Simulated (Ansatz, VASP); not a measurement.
**One calculation of Pt, two programs**

```
Pt
1.0
     0.00000    1.98489    1.98489
     1.98489    0.00000    1.98489
     1.98489    1.98489    0.00000
Pt
1
Direct
  0.00000 0.00000 0.00000
```

Alike in both runs: functional PBE; k mesh 18 × 18 × 18; occupations gaussian, width 0.1 eV; no spin polarisation.

Ansatz relaxed the structure, and its values are those at the end. VASP's run is a single point on that final structure, the one shown.

|  | VASP | Ansatz |
| --- | --- | --- |
| version | VASP 6.6.1 | Ansatz 0.2.0 |
| potentials or method | VASP PAW PBE potentials, release 64 (Pt), cutoff 500 eV | scalar-relativistic, plane waves, PAW |
| valence electrons in the cell | 10 | 18 |

|  | VASP | Ansatz | Ansatz less VASP |
| --- | --- | --- | --- |
| gap on the k mesh at the Fermi level (eV) | none | none | - |
| pressure (GPa) | -0.4 | 0.0 | +0.41 |

A gap of «none» marks a metal or a gap that the smearing closes. VASP's potentials hold 10 valence electrons a cell and Ansatz's 18, so a difference there can come from the potentials and not from the codes.

Spin-orbit coupling is off throughout.
